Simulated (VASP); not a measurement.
Wanted: the native input for a VASP 6.6.1 run.

```yaml
Task: single point
Functional: LDA
Potentials_or_basis: VASP PAW LDA potentials, release 64 (Al, Mg)
Cutoff: 520 eV
k_mesh: 5 × 5 × 1
Occupations: gaussian, width 0.1 eV
Spin: no spin polarisation
Dipole_correction: yes
Further_INCAR_settings: ALGO = Normal; EDIFF = 1e-07; NBANDS = 31
```

The structure of MgAl12 lies in POSCAR:

```
MgAl12
1.0
    5.6343731020      0.0000000000      0.0000000000
    0.0000000000      5.6343731020      0.0000000000
    0.0000000000      0.0000000000     19.6039189496
Al Mg
12 1
Direct
    0.2500000000      0.2500000000      0.2040408354
    0.2500000000      0.7500000000      0.2040408354
    0.7500000000      0.2500000000      0.2040408354
    0.7500000000      0.7500000000      0.2040408354
    0.0000000000      0.0000000000      0.3086915083
    0.0000000000      0.5000000000      0.3086915083
    0.5000000000      0.0000000000      0.3086915083
    0.5000000000      0.5000000000      0.3086915083
    0.2272952854      0.2272952854      0.4067977441
    0.2316121050      0.7390605678      0.4152219263
    0.7390605678      0.2316121050      0.4152219263
    0.7343417703      0.7343417703      0.4173136699
    0.4166666667      0.4166666667      0.5185534469
```

One way to write it, as run:

INCAR

```
PREC = Accurate
ENCUT = 520
EDIFF = 1E-7
ISMEAR = 0
SIGMA = 0.1
LREAL = False
LASPH = True
NELM = 100
ALGO = Normal
ISIF = 2
LWAVE = False
LCHARG = False
LDIPOL = True
IDIPOL = 3
DIPOL = 0.5 0.5 0.325
GGA = CA
NBANDS = 31
```

KPOINTS

```
Automatic mesh
0
Gamma
  5 5 1
```

Potentials or basis: VASP PAW LDA potentials, release 64 (Al, Mg).

The run is started by

```sh
$ cat potpaw_LDA.64/Al/POTCAR potpaw_LDA.64/Mg/POTCAR > POTCAR
$ mpirun -np 1 vasp_std > vasp.out
```

Results of the run:

| Item | Value |
| --- | --- |
| Largest force | 0.470 eV/Å |
| Band gap on the k mesh | zero (band 19 reaches 0.56 eV, above the bottom of band 20 at -0.24 eV) |

Run time: 3.1 min on 1 thread of Intel(R) Xeon(R) 6975P-C (Granite Rapids), with other jobs on the host, peak memory 0.5 GiB.
